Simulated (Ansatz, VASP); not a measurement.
## One calculation of BN, two programs

```
B N
1.0
     0.01423    1.74583    1.74583
     1.74583    0.01423    1.74583
     1.76005    1.76005    0.00000
B N
1 1
Direct
  0.00000 0.00000 0.00000
  0.50000 0.50000 0.50000
```

Change from the starting cell: shear_xy strain +1.6%.

Alike in both runs: task single point; functional r2SCAN; k mesh 12 × 12 × 12; no spin polarisation.

|  | VASP | Ansatz |
| --- | --- | --- |
| version | VASP 6.6.1 | Ansatz 0.2.0 |
| potentials or method | VASP PAW PBE potentials, release 64 (B, N) | plane waves, PAW |
| plane-wave cutoff (eV) | 520 | 500 |
| occupations | gaussian, width 0.01 eV | fixed |
| valence electrons in the cell | 8 | 8 |

Ansatz gave:

| Property | Result |
| --- | --- |
| gap on the k mesh at the Fermi level (eV) | 1.18 |
| pressure (GPa) | 0.1 |
| traceless stress, the component that is largest in VASP (GPa) | -10.84 |

Which values does VASP return?

gap on the k mesh at the Fermi level (eV): 1.17; pressure (GPa): 0.5; traceless stress, the component that is largest in VASP (GPa): -10.85.

VASP's potentials were made for PBE, not for r2SCAN.
